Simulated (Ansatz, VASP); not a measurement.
# Two plane-wave programs on N

```xyz
4
Lattice="3.9610 0.0000 0.0000 0.0000 3.9610 0.0000 0.0000 0.0000 5.2323" Properties=species:S:1:pos:R:3 pbc="T T T"
N     3.5744    3.5744    0.0000
N     2.3671    1.5939    2.6161
N     0.3866    0.3866    0.0000
N     1.5939    2.3671    2.6161
```

Change from the starting cell: uniaxial_z strain +1.9%.

Alike in both runs: task single point; functional HSE06; k mesh 4 × 4 × 4; no spin polarisation.

|  | VASP | Ansatz |
| --- | --- | --- |
| version | VASP 6.6.1 | Ansatz 0.2.0 |
| potentials or method | VASP PAW PBE potentials, release 64 (N) | plane waves, PAW |
| plane-wave cutoff (eV) | 520 | 420 |
| occupations | gaussian, width 0.01 eV | fixed |
| valence electrons in the cell | 20 | 20 |

```csv
,VASP,Ansatz,Ansatz less VASP
gap on the k mesh at the Fermi level (eV),9.10,9.17,+0.065
pressure (GPa),2.6,-0.3,-2.94
"traceless stress, the component that is largest in VASP (GPa)",-2.09,1.14,+3.231
rms of the force components (eV/Å),0.857,0.474,-0.3830
```

Atom by atom the forces differ by 1.330 eV/Å (rms over components). Ansatz's warnings: stress exchange threshold loose, stress scf threshold loose.

Noted on VASP's run: the standard files for N, O and F lose accuracy on very short bonds.
